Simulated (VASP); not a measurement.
The system is Hf.

```
Hf
1.0
     3.11840    0.00000    0.00000
    -1.55920    2.70061    0.00000
     0.00000    0.00000    4.94755
Hf
2
Direct
  0.33333 0.66667 0.25000
  0.66667 0.33333 0.75000
```

Base run:

- Program: VASP 6.6.1
- Functional: LDA
- Potentials or basis: VASP PAW LDA potentials, release 64 (Hf_pv)
- Cutoff: 520 eV
- k mesh: 12 × 12 × 7
- Occupations: fermi-dirac, width 0.3 eV
- Spin: no spin polarisation

Its results: band gap on the k mesh zero (bands 10 and 11 overlap by 1.40 eV); pressure 1.2 GPa.

Task: The run is repeated on the same cell with these changes: occupations from fermi-dirac, width 0.3 eV to gaussian, width 0.3 eV. What comes out?

Result: Band gap on the k mesh zero (bands 10 and 11 overlap by 1.41 eV); pressure 0.1 GPa.

Caveats: so wide a smearing shifts energies and pressures; spin-orbit coupling is left out, which moves the levels of the heavy elements.
